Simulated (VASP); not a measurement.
A run of VASP 6.6.1 is set up as follows.

INCAR

```
SYSTEM = Cs
  PREC = Accurate
  ENCUT = 520
  EDIFF = 1E-6
  ISMEAR = -1
  SIGMA = 0.1
  LREAL = .FALSE.
  LASPH = .TRUE.
  NELM = 60
  ALGO = Normal
  ISIF = 2
  LWAVE = .FALSE.
  LCHARG = .FALSE.
  GGA = B5
  ALDAX = 1.0
  AGGAX = 1.0
  AGGAC = 1.0
  ALDAC = 0.0
  NBANDS = 16
```

The input KPOINTS:

```
regular mesh
0
G
  5 5 5
  0 0 0
```

Contents of POSCAR:

```
Cs
1.0
    0.0000000000      6.0367311139      6.0367311139
    6.0367311139      0.0000000000      6.0367311139
    6.0367311139      6.0367311139      0.0000000000
Cs
2
Direct
    0.1250000000      0.1250000000      0.1250000000
    0.8750000000      0.8750000000      0.8750000000
```

Potentials or basis: VASP PAW PBE potentials, release 64 (Cs_sv).

Launch:

```bash
$ cat potpaw_PBE.64/Cs_sv/POTCAR > POTCAR
$ mpirun -np 1 vasp_std > vasp.out
```

Q: Predict the band gap on the k mesh.

A: 0.17 eV, direct.

Q: Predict the pressure.

A: 0.0 GPa.

Caveat: the PAW data sets were made with another functional, which shifts forces and pressure a little; spin-orbit coupling is left out, which moves the levels of the heavy elements. A k mesh can miss the band edges.
